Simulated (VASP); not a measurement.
# WS2 in VASP: further runs, part 2 of 2

VASP 6.6.1.

## 3. Single point, PBEsol (strain -0.050 along x and y, -0.025 along z)

INCAR reads:

```
PREC = Accurate
ENCUT = 520
EDIFF = 1E-7
ISMEAR = 0
SIGMA = 0.05
LREAL = F
LASPH = T
NELM = 60
ALGO = Normal
ISIF = 2
LWAVE = F
LCHARG = F
GGA = PS
NBANDS = 20
```

KPOINTS reads:

```
Automatic mesh
0
Gamma
  12 12 2
```

POSCAR reads:

```
WS2
1.0
    2.9884874136      0.0000000000      0.0000000000
   -1.4942437068      2.5881060190      0.0000000000
    0.0000000000      0.0000000000     16.5295855575
W S
1 2
Direct
    0.3333333333      0.6666666667      0.0000000000
    0.6666666667      0.3333333333      0.9075761491
    0.6666666667      0.3333333333      0.0924238509
```

Potentials or basis: VASP PAW PBE potentials, release 64 (W_sv, S).

On the command line:

```
> cat potpaw_PBE.64/W_sv/POTCAR potpaw_PBE.64/S/POTCAR > POTCAR
> mpirun -np 1 vasp_std > vasp.out
```

OUTCAR:

```text
PREC = Accurate
   ENCUT = 520
   EDIFF = 1E-7
   ISMEAR = 0
   LREAL = F
   LASPH = T
   NELM = 60
   ISIF = 2
   GGA = PS

 ion  position               nearest neighbor table
   1  0.333  0.667  0.000-   2 2.30   3 2.30   2 2.30   3 2.30   2 2.30   3 2.30
   2  0.667  0.333  0.908-   1 2.30   1 2.30   1 2.30
   3  0.667  0.333  0.092-   1 2.30   1 2.30   1 2.30

  LATTYP: Found a hexagonal cell.
 ALAT       =     2.9884874136
 C/A-ratio  =     5.5310875603

  Lattice vectors:

 A1 = (   2.9884874136,   0.0000000000,   0.0000000000)
 A2 = (  -1.4942437068,   2.5881060190,   0.0000000000)
 A3 = (   0.0000000000,   0.0000000000,  16.5295855575)

Analysis of symmetry for initial positions (statically):
=====================================================================
 Subroutine PRICEL returns:
 Original cell was already a primitive cell.

 Routine SETGRP: Setting up the symmetry group for a
 hexagonal supercell.

 Subroutine GETGRP returns: Found 12 space group operations
 (whereof 12 operations were pure point group operations)
 out of a pool of 24 trial point group operations.

The static configuration has the point symmetry D_3h.

Analysis of symmetry for dynamics (positions and initial velocities):
=====================================================================
 Subroutine PRICEL returns:
 Original cell was already a primitive cell.

 Routine SETGRP: Setting up the symmetry group for a
 hexagonal supercell.

 Subroutine GETGRP returns: Found 12 space group operations
 (whereof 12 operations were pure point group operations)
 out of a pool of 24 trial point group operations.

The dynamic configuration has the point symmetry D_3h.

 Subroutine INISYM returns: Found 12 space group operations
 (whereof 12 operations are pure point group operations),
[... 112 lines left out ...]
   EFERMI =   0.00;   METHOD = LEGACY
   ISMEAR =     0;   SIGMA  =   0.05  broadening in eV -4-tet -1-fermi 0-gaus
   EFERMI_NEDOS =   21; number of points for ismear=-14 and -15
   IALGO  =     38    algorithm
   IMIX   =      4    mixing-type and parameters
     AMIX     =   0.40;   BMIX     =  1.00
     AMIX_MAG =   1.60;   BMIX_MAG =  1.00
  volume/ion in A,a.u.               =      42.62       287.59
  Fermi-wavevector in a.u.,A,eV,Ry     =   0.962722  1.819280 12.610331  0.926833
  Thomas-Fermi vector in A             =   2.092205
   LORBIT       =      0    0 simple, 1 ext, 2 COOP (PROOUT), +10 PAW based schemes
   GGA     = PS    functional components
   LHFCALC =     F    Hartree Fock is set to
   AEXX    =    0.0000 exact exchange contribution
   IVDW    =     0    specifies the selected vdW correction
   LEPSILON=     F    determine dielectric tensor
   LRPA    =     F    only Hartree local field effects (RPA)
 non-spin polarized calculation
 Gauss-broadening in eV      SIGMA  =   0.05
  energy-cutoff  :      520.00
  volume of cell :      127.85
 maximum number of plane-waves:      3517
 NGX is ok and might be reduce to    24
   NGX = 11   NGY = 11   NGZ = 61

 number of electron      26.0000000 magnetization

 Free energy of the ion-electron system (eV)
  ---------------------------------------------------
  ext. energy  EPLUGINS =         0.00000000
  ---------------------------------------------------
  free energy    TOTEN  =       -24.73076129 eV

  energy without entropy =      -24.73076129  energy(sigma->0) =      -24.73076129

 E-fermi :  -0.2122     XC(G=0):  -4.8888

 val. band max:       -0.5546602521   @ k =   0.3333   0.3333   0.0000
 cond. band min:       1.5609801192   @ k =   0.1667   0.1667   0.0000
 fundamental gap:      2.1156403713
 Fermi energy:        -0.2122425713

 k-point     1 :       0.0000    0.0000    0.0000
  band No.  band energies     occupation
      1     -74.0875      2.00000
      2     -38.5845      2.00000
      3     -38.1668      2.00000
      4     -38.1668      2.00000
      5     -16.2981      2.00000
      6     -14.2484      2.00000
[... 541 lines left out ...]
     19       6.6797      0.00000
     20       7.4865      0.00000

 [... further k-points ...]

------------------------ aborting loop because EDIFF is reached ----------------------------------------

  FORCE on cell =-STRESS in cart. coord.  units (eV):
  Direction    XX          YY          ZZ          XY          YZ          ZX
  --------------------------------------------------------------------------------------
  -------------------------------------------------------------------------------------
  Total        8.6516865      8.6516865      7.4576331      0.0000000      0.0000000      0.0000000
  in kB      108.4216221    108.4216220     93.4579255      0.0000000      0.0000000      0.0000000
  external PRESSURE =     103.4337232 kB  Pullay stress =       0.0000000 kB

 VOLUME and BASIS-vectors are now :
 -----------------------------------------------------------------------------
  energy-cutoff  :      520.00
  volume of cell :      127.85
      direct lattice vectors                 reciprocal lattice vectors
     2.988487414  0.000000000  0.000000000     0.334617437  0.193191468  0.000000000
    -1.494243707  2.588106019  0.000000000     0.000000000  0.386382935  0.000000000
     0.000000000  0.000000000 16.529585557     0.000000000  0.000000000  0.060497585

 POSITION                                       TOTAL-FORCE (eV/Angst)
 -----------------------------------------------------------------------------------
     -0.00000      1.72540      0.00000        -0.000000      0.000000      0.000000
      1.49424      0.86270     15.00186        -0.000000     -0.000000     -2.450158
      1.49424      0.86270      1.52773         0.000000     -0.000000      2.450158
 -----------------------------------------------------------------------------------
    total drift:                               -0.000000      0.000000     -0.000000

  FREE ENERGIE OF THE ION-ELECTRON SYSTEM (eV)
  ---------------------------------------------------
  free  energy   TOTEN  =       -24.7307612859 eV

  energy  without entropy=      -24.7307612859  energy(sigma->0) =      -24.73076129
```

OSZICAR:

```text
N       E                     dE             d eps       ncg     rms          rms(c)
DAV:   1     0.185175220508E+03    0.18518E+03   -0.14181E+04  1824   0.111E+03
DAV:   2    -0.130559162912E+02   -0.19823E+03   -0.19297E+03  1932   0.276E+02
DAV:   3    -0.256302345250E+02   -0.12574E+02   -0.12494E+02  2040   0.674E+01
[... 14 lines left out ...]
DAV:  18    -0.247307527680E+02   -0.40314E-04   -0.34578E-06  1880   0.684E-03    0.491E-03
DAV:  19    -0.247307586476E+02   -0.58795E-05   -0.34558E-07  1676   0.218E-03    0.175E-03
DAV:  20    -0.247307606049E+02   -0.19573E-05   -0.91393E-08  1536   0.911E-04    0.481E-04
DAV:  21    -0.247307611986E+02   -0.59379E-06   -0.19337E-08  1400   0.542E-04    0.278E-04
DAV:  22    -0.247307612859E+02   -0.87215E-07   -0.20460E-09  1260   0.215E-04
   1 F= -.24730761E+02 E0= -.24730761E+02  d E =-.167666E-23
```

stdout:

```text
POSCAR found type information on POSCAR W S
 POSCAR found :  2 types and       3 ions
 scaLAPACK will be used
 -----------------------------------------------------------------------------
|                                                                             |
|                                                                             |
|     You enforced a specific xc type in the INCAR file but a different       |
|     I HOPE YOU KNOW WHAT YOU ARE DOING!                                     |
|                                                                             |
 -----------------------------------------------------------------------------

 LDA part: xc-table for (Slater+PW92), standard interpolation
 POSCAR, INCAR and KPOINTS ok, starting setup
 FFT: planning ... GRIDC
 FFT: planning ... GRID_SOFT
 FFT: planning ... GRID
 WAVECAR not read
 entering main loop
```

Wall time 53 s (1 thread of Intel Xeon 6975P-C (Granite Rapids), shared host); peak memory 0.29 GiB.

What came out:

| Item | Value |
| --- | --- |
| Free energy | -24.7308 eV |
| Largest force | 2.450 eV/Å |
| Band gap on the k mesh | 2.12 eV, indirect (least direct gap 2.50 eV) |

Forces on the atoms (eV/Å):
```
W    0.000  0.000  0.000
S    0.000  0.000 -2.450
S    0.000  0.000  2.450
```

Caveat: the cell differs from its parent crystal (strain -0.050 along x and y, -0.025 along z); the PAW data sets were made with another functional, which shifts forces and pressure a little; spin-orbit coupling is left out, which moves the levels of the heavy elements.
